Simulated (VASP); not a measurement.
# C (Fm-3m) in VASP: notebook

Runs on C. Level: PBE. Tasks: relaxation of cell and atoms.

Everything below comes from runs of VASP 6.6.1. Logs are shortened: lines on timing, memory, paths and dates and some standing lists are left out, and cuts for length are marked.

## Step 1: The cell of the first run

Symmetry: Fm-3m, No. 225, cubic system. Conventional cell: a = 2.604 Å, b = 2.604 Å, c = 2.604 Å, α = 90.00°, β = 90.00°, γ = 90.00°. Within 2.4 Å of C (site symmetry m-3m) lie 12 C at 1.84 Å.

## Step 2: Relaxation of cell and atoms, PBE, target pressure 190 GPa, at which the enthalpy is minimised

Input file INCAR:

```
PREC     = Accurate       # precision mode
ENCUT    = 600            # plane-wave cutoff, eV
EDIFF    = 1E-7           # SCF threshold, eV
ISMEAR   = -1             # smearing method
SIGMA    = 0.08           # smearing width, eV
LREAL    = F              # projectors in reciprocal space
LASPH    = T              # aspherical terms in the spheres
NELM     = 80             # most SCF steps
ALGO     = Normal         # electronic algorithm
ISIF     = 3              # what is computed and relaxed
LWAVE    = F              # write WAVECAR
LCHARG   = F              # write CHGCAR
GGA      = PE             # functional
IBRION   = 2              # ionic algorithm
NSW      = 32             # ionic steps
EDIFFG   = -0.005         # ionic threshold
PSTRESS  = 1900.0
```

Input file KPOINTS:

```
regular mesh
0
Gamma
  26 26 26
```

Input file POSCAR:

```
C
1.0
    0.0000000000      1.3020471614      1.3020471614
    1.3020471614      0.0000000000      1.3020471614
    1.3020471614      1.3020471614      0.0000000000
C
1
Direct
    0.0000000000      0.0000000000      0.0000000000
```

Potentials or basis: VASP PAW PBE potentials, release 64 (C).

On the command line:

```
> cat potpaw_PBE.64/C/POTCAR > POTCAR
> mpirun -np 1 vasp_std > vasp.out
```

OUTCAR:

```text
PREC = Accurate
   ENCUT = 600
   EDIFF = 1E-7
   ISMEAR = -1
   LREAL = F
   LASPH = T
   NELM = 80
   ISIF = 3
   GGA = PE
   IBRION = 2
   NSW = 32
   EDIFFG = -0.005
   PSTRESS = 1900.0

 ion  position               nearest neighbor table
   1  0.000  0.000  0.000-

  LATTYP: Found a face centered cubic cell.
 ALAT       =     2.6040943228

  Lattice vectors:

 A1 = (   0.0000000000,   1.3020471614,   1.3020471614)
 A2 = (   1.3020471614,   0.0000000000,   1.3020471614)
 A3 = (   1.3020471614,   1.3020471614,   0.0000000000)

Analysis of symmetry for initial positions (statically):
=====================================================================
 Subroutine PRICEL returns:
 Original cell was already a primitive cell.

 Routine SETGRP: Setting up the symmetry group for a
 face centered cubic supercell.

 Subroutine GETGRP returns: Found 48 space group operations
 (whereof 48 operations were pure point group operations)
 out of a pool of 48 trial point group operations.

The static configuration has the point symmetry O_h .

Analysis of symmetry for dynamics (positions and initial velocities):
=====================================================================
 Subroutine PRICEL returns:
 Original cell was already a primitive cell.

 Routine SETGRP: Setting up the symmetry group for a
 face centered cubic supercell.

 Subroutine GETGRP returns: Found 48 space group operations
 (whereof 48 operations were pure point group operations)
 out of a pool of 48 trial point group operations.

The dynamic configuration has the point symmetry O_h .

 Subroutine INISYM returns: Found 48 space group operations
 (whereof 48 operations are pure point group operations),
 and found     1 'primitive' translations

----------------------------------------------------------------------------------------

                                     Primitive cell

  volume of cell :       4.4148

  direct lattice vectors                    reciprocal lattice vectors
     0.000000000  1.302047161  1.302047161    -0.384010668  0.384010668  0.384010668
     1.302047161  0.000000000  1.302047161     0.384010668 -0.384010668  0.384010668
     1.302047161  1.302047161  0.000000000     0.384010668  0.384010668 -0.384010668

  length of vectors
     1.841372755  1.841372755  1.841372755     0.665125987  0.665125987  0.665125987

  position of ions in fractional coordinates (direct lattice)
     0.000000000  0.000000000  0.000000000

  ion indices of the primitive-cell ions
   primitive index   ion index
                 1           1

----------------------------------------------------------------------------------------

 KPOINTS: regular mesh

Automatic generation of k-mesh.
 Grid dimensions read from file:
 generate k-points for:   26   26   26

 Generating k-lattice:

  Cartesian coordinates                     Fractional coordinates (reciprocal lattice)
    -0.014769641  0.014769641  0.014769641     0.038461538  0.000000000  0.000000000
     0.014769641 -0.014769641  0.014769641     0.000000000  0.038461538  0.000000000
     0.014769641  0.014769641 -0.014769641     0.000000000  0.000000000  0.038461538

  Length of vectors
     0.025581769  0.025581769  0.025581769

  Shift w.r.t. Gamma in fractional coordinates (k-lattice)
     0.000000000  0.000000000  0.000000000

 Subroutine IBZKPT returns following result:
 ===========================================

 Found    511 irreducible k-points:

 Following reciprocal coordinates:
            Coordinates               Weight
  0.000000  0.000000  0.000000      1.000000
  0.038462  0.000000  0.000000      8.000000
  0.076923  0.000000  0.000000      8.000000
  0.115385  0.000000  0.000000      8.000000
  0.153846  0.000000  0.000000      8.000000
  0.192308  0.000000  0.000000      8.000000
[... 16 lines left out ...]
  0.346154  0.038462  0.000000     24.000000
  0.384615  0.038462  0.000000     24.000000
 [... further k-points ...]
   k-points           NKPTS =    511   k-points in BZ     NKDIM =    511   number of bands    NBANDS=      6
   number of dos      NEDOS =    301   number of ions     NIONS =      1
   total plane-waves  NPLWV =   4096
   dimension x,y,z NGX =    16 NGY =   16 NGZ =   16
   dimension x,y,z NGXF=    32 NGYF=   32 NGZF=   32
   ions per type =               1
   NGX,Y,Z   is equivalent  to a cutoff of  14.45, 14.45, 14.45 a.u.
   NGXF,Y,Z  is equivalent  to a cutoff of  28.89, 28.89, 28.89 a.u.
 SYSTEM =  unknown system
   PREC   = accura    normal or accurate (medium, high low for compatibility)
   ISTART =      0    job   : 0-new  1-cont  2-samecut
   ICHARG =      2    charge: 1-file 2-atom 10-const
   ISPIN  =      1    spin polarized calculation?
   LNONCOLLINEAR =      F non collinear calculations
   LSORBIT =      F    spin-orbit coupling
   LASPH  =      T    aspherical Exc in radial PAW
   ENCUT  =  600.0 eV  44.10 Ry    6.64 a.u.   3.68  3.68  3.68*2*pi/ulx,y,z
   NELM   =     80;   NELMIN=  2; NELMDL= -5     # of ELM steps
   EDIFF  = 0.1E-06   stopping-criterion for ELM
   LREAL  =      F    real-space projection
   EDIFFG = -.5E-02   stopping-criterion for IOM
   NSW    =     32    number of steps for IOM
   IBRION =      2    ionic relax: 0-MD 1-quasi-New 2-CG
   NFREE  =      1    steps in history (QN), initial steepest desc. (CG)
   ISIF   =      3    stress and relaxation
   ISYM   =      2    0-nonsym 1-usesym 2-fastsym
   POTIM  = 0.5000    time-step for ionic-motion
   TEBEG  =    0.0;   TEEND  =   0.0 temperature during run
   PSTRESS= 1900.0 pullay stress
   NELECT =       4.0000    total number of electrons
   NUPDOWN=      -1.0000    fix difference up-down
   EMIN   =  10.00;   EMAX   =-10.00  energy-range for DOS
   EFERMI =   0.00;   METHOD = LEGACY
   ISMEAR =    -1;   SIGMA  =   0.08  broadening in eV -4-tet -1-fermi 0-gaus
   EFERMI_NEDOS =   21; number of points for ismear=-14 and -15
   IALGO  =     38    algorithm
   IMIX   =      4    mixing-type and parameters
     AMIX     =   0.40;   BMIX     =  1.00
     AMIX_MAG =   1.60;   BMIX_MAG =  1.00
  volume/ion in A,a.u.               =       4.41        29.79
  Fermi-wavevector in a.u.,A,eV,Ry     =   1.584132  2.993576 34.143482  2.509475
  Thomas-Fermi vector in A             =   2.683797
   LORBIT       =      0    0 simple, 1 ext, 2 COOP (PROOUT), +10 PAW based schemes
   GGA     = PE    functional components
   LHFCALC =     F    Hartree Fock is set to
   AEXX    =    0.0000 exact exchange contribution
   IVDW    =     0    specifies the selected vdW correction
   LEPSILON=     F    determine dielectric tensor
   LRPA    =     F    only Hartree local field effects (RPA)
 conjugate gradient relaxation of ions
 non-spin polarized calculation
  energy-cutoff  :      600.00
  volume of cell :        4.41
 maximum number of plane-waves:       169
   NGX =  7   NGY =  7   NGZ =  7

--------------------------------------- Ionic step        1  -------------------------------------------

 number of electron       4.0000000 magnetization

 Free energy of the ion-electron system (eV)
  ---------------------------------------------------
  ext. energy  EPLUGINS =         0.00000000
  ---------------------------------------------------
  free energy    TOTEN  =        -3.49887792 eV

  energy without entropy =       -3.49321434  energy(sigma->0) =       -3.49604613

------------------------ aborting loop because EDIFF is reached ----------------------------------------

  FORCE on cell =-STRESS in cart. coord.  units (eV):
  Direction    XX          YY          ZZ          XY          YZ          ZX
  --------------------------------------------------------------------------------------
  -------------------------------------------------------------------------------------
  Total        5.2183962      5.2183962      5.2183962     -0.0000000      0.0000000     -0.0000000
  in kB     1893.8147209   1893.8147209   1893.8147209     -0.0000000      0.0000000     -0.0000000
  external PRESSURE =      -6.1852791 kB  Pullay stress =    1900.0000000 kB

 VOLUME and BASIS-vectors are now :
 -----------------------------------------------------------------------------
  energy-cutoff  :      600.00
  volume of cell :        4.41
      direct lattice vectors                 reciprocal lattice vectors
     0.000000000  1.302047161  1.302047161    -0.384010668  0.384010668  0.384010668
     1.302047161  0.000000000  1.302047161     0.384010668 -0.384010668  0.384010668
     1.302047161  1.302047161  0.000000000     0.384010668  0.384010668 -0.384010668
[... 44 lines left out ...]
  FREE ENERGIE OF THE ION-ELECTRON SYSTEM (eV)
  ---------------------------------------------------
  free  energy   TOTEN  =        -3.4859566431 eV

  energy  without entropy=       -3.4802938523  energy(sigma->0) =       -3.48312525

  enthalpy is  TOTEN    =         1.7365795334 eV   P V=        5.2225361765

--------------------------------------- Ionic step        3  -------------------------------------------

 number of electron       4.0000000 magnetization

 Free energy of the ion-electron system (eV)
  ---------------------------------------------------
  ext. energy  EPLUGINS =         0.00000000
  ---------------------------------------------------
  free energy    TOTEN  =        -3.49433253 eV

  energy without entropy =       -3.48866931  energy(sigma->0) =       -3.49150092

 E-fermi :  16.2748     XC(G=0): -15.2424

 val. band max:       16.2645162439   @ k =  -0.4615   0.3846   0.1154
 cond. band min:      16.2797268771   @ k =   0.5000   0.3077   0.0000
 fundamental gap:      0.0152106331
 Fermi energy:        16.2747835786

 k-point     1 :       0.0000    0.0000    0.0000
  band No.  band energies     occupation
      1     -10.9381      2.00000
      2      28.8232      0.00000
      3      28.8232      0.00000
      4      28.8232      0.00000
      5      53.6341      0.00000
      6      53.6341      0.00000

 k-point     2 :       0.0385    0.0000    0.0000
  band No.  band energies     occupation
      1     -10.8573      2.00000
      2      28.5242      0.00000
      3      28.7626      0.00000
      4      28.7626      0.00000
      5      52.6411      0.00000
      6      53.7875      0.00000
[... 181 lines left out ...]
 k-point    23 :       0.3462    0.0385    0.0000
  band No.  band energies     occupation
      1      -4.8587      2.00000
      2      12.9858      2.00000
      3      25.8422      0.00000
      4      26.6206      0.00000
      5      49.2728      0.00000
      6      50.5391      0.00000

 k-point    24 :       0.3846    0.0385    0.0000
  band No.  band energies     occupation
      1      -3.4222      2.00000
      2      10.5373      2.00000
      3      25.6833      0.00000
      4      26.2945      0.00000
      5      48.9348      0.00000
      6      50.7641      0.00000

 [... further k-points ...]
[... 5 lines left out ...]
  --------------------------------------------------------------------------------------
  -------------------------------------------------------------------------------------
  Total        5.2308012      5.2308012      5.2308012     -0.0000000     -0.0000000      0.0000000
  in kB     1899.9688429   1899.9688429   1899.9688429     -0.0000000     -0.0000000      0.0000000
  external PRESSURE =      -0.0311571 kB  Pullay stress =    1900.0000000 kB

 VOLUME and BASIS-vectors are now :
 -----------------------------------------------------------------------------
  energy-cutoff  :      600.00
  volume of cell :        4.41
      direct lattice vectors                 reciprocal lattice vectors
    -0.000000000  1.301669633  1.301669633    -0.384122044  0.384122044  0.384122044
     1.301669633  0.000000000  1.301669633     0.384122044 -0.384122044  0.384122044
     1.301669633  1.301669633  0.000000000     0.384122044  0.384122044 -0.384122044

 POSITION                                       TOTAL-FORCE (eV/Angst)
 -----------------------------------------------------------------------------------
      0.00000      0.00000      0.00000         0.000000     -0.000000      0.000000
 -----------------------------------------------------------------------------------
    total drift:                                0.000000      0.000000      0.000000

  FREE ENERGIE OF THE ION-ELECTRON SYSTEM (eV)
  ---------------------------------------------------
  free  energy   TOTEN  =        -3.4943325326 eV

  energy  without entropy=       -3.4886693105  energy(sigma->0) =       -3.49150092

  enthalpy is  TOTEN    =         1.7365544097 eV   P V=        5.2308869423

 reached required accuracy - stopping structural energy minimisation
```

Run time: 9.5 s. Hardware: 1 thread of Intel Xeon 6975P-C (Granite Rapids), shared host; peak memory 0.12 GiB.

Results:

```
Free energy                                            : -3.4943 eV
Relaxed volume                                         : 4.41 Å³/atom
Relaxed cell                                           : a = 1.841 Å, b = 1.841 Å, c = 1.841 Å, α = 60.00°, β = 60.00°, γ = 60.00°
Space group after relaxing (to 0.05 Å)                 : Fm-3m (No. 225)
Energy change on relaxing (the enthalpy is what falls) : +4.5 meV/atom
Ionic steps                                            : 3
Pressure after relaxing                                : 190.0 GPa
Band gap on the k mesh                                 : zero (band 2 reaches 28.82 eV, above the bottom of band 3 at 12.44 eV)
```

Step by step:
| step | energy change (eV) | largest force (eV/Å) | pressure (GPa) | volume (Å³) |
| --- | --- | --- | --- | --- |
| 1 | 0.0000 | 0.0000 | 189.38 | 4.41 |
| 2 | 0.0129 | 0.0000 | 191.14 | 4.40 |
| 3 | 0.0045 | 0.0000 | 190.00 | 4.41 |

Final structure:
```cif
data_structure
_symmetry_space_group_name_H-M 'P 1'
_symmetry_Int_Tables_number 1
_cell_length_a 1.8408
_cell_length_b 1.8408
_cell_length_c 1.8408
_cell_angle_alpha 60.000
_cell_angle_beta 60.000
_cell_angle_gamma 60.000
_cell_volume 4.41
loop_
_atom_site_label
_atom_site_type_symbol
_atom_site_fract_x
_atom_site_fract_y
_atom_site_fract_z
_atom_site_occupancy
C1 C 0.00000 0.00000 0.00000 1
```

Caveat: the cell is relaxed towards a set pressure, so the enthalpy falls and the energy may rise.

## Step 3: Relaxation of cell and atoms, PBE, target pressure 190 GPa, at which the enthalpy is minimised

This run uses another cell than the first one, of 4.44 Å³/atom, 1.006 times its volume.

Input file INCAR:

```
  PREC = Accurate
  ENCUT = 600
  EDIFF = 1E-6
  ISMEAR = -1
  SIGMA = 0.08
  LREAL = False
  LASPH = True
  NELM = 100
  ALGO = Normal
  ISIF = 3
  LWAVE = False
  LCHARG = False
  GGA = PE
  IBRION = 2
  NSW = 60
  EDIFFG = -0.005
  PSTRESS = 1900.0
```

KPOINTS is that of step 2.

Input file POSCAR:

```
C
1.0
    0.0000000000      1.3044873322      1.3044873322
    1.3044873322      0.0000000000      1.3044873322
    1.3044873322      1.3044873322      0.0000000000
C
1
Direct
    0.0000000000      0.0000000000      0.0000000000
```

Potentials or basis: VASP PAW PBE potentials, release 64 (C).

On the command line:

```
> cat potpaw_PBE.64/C/POTCAR > POTCAR
> mpirun -np 1 vasp_std > vasp.out
```

Wall time 6.2 s (1 thread of Intel Xeon 6975P-C (Granite Rapids), shared host); peak memory 0.12 GiB.

It converged, with:

| Quantity | Value |
| --- | --- |
| Free energy | -3.4944 eV |
| Relaxed volume | 4.41 Å³/atom |
| Relaxed cell | a = 1.841 Å, b = 1.841 Å, c = 1.841 Å, α = 60.00°, β = 60.00°, γ = 60.00° |
| Space group after relaxing (to 0.05 Å) | Fm-3m (No. 225) |
| Energy change on relaxing (the enthalpy is what falls) | +33.6 meV/atom |
| Ionic steps | 3 |
| Pressure after relaxing | 190.0 GPa |
| Band gap on the k mesh | zero (band 2 reaches 28.82 eV, above the bottom of band 3 at 12.44 eV) |

The path:
| step | energy change (eV) | largest force (eV/Å) | pressure (GPa) | volume (Å³) |
| --- | --- | --- | --- | --- |
| 1 | 0.0000 | 0.0000 | 185.43 | 4.44 |
| 2 | 0.0969 | 0.0000 | 198.60 | 4.36 |
| 3 | 0.0336 | 0.0000 | 189.97 | 4.41 |

Final structure:
```cif
data_structure
_symmetry_space_group_name_H-M 'P 1'
_symmetry_Int_Tables_number 1
_cell_length_a 1.8408
_cell_length_b 1.8408
_cell_length_c 1.8408
_cell_angle_alpha 60.000
_cell_angle_beta 60.000
_cell_angle_gamma 60.000
_cell_volume 4.41
loop_
_atom_site_label
_atom_site_type_symbol
_atom_site_fract_x
_atom_site_fract_y
_atom_site_fract_z
_atom_site_occupancy
C1 C 0.00000 0.00000 0.00000 1
```

Levels at points of the mesh, in eV from the Fermi level:
```csv
k point,band 1,band 2,band 3,band 4,band 5
"(0.00, 0.00, 0.00)",-27.21,12.55,12.55,12.55,37.36
"(0.50, 0.00, 0.00)",-15.16,-11.92,9.54,9.54,33.60
"(0.50, 0.50, 0.00)",-12.11,-5.44,2.47,2.47,17.78
```

Caveat: the cell is relaxed towards a set pressure, so the enthalpy falls and the energy may rise.
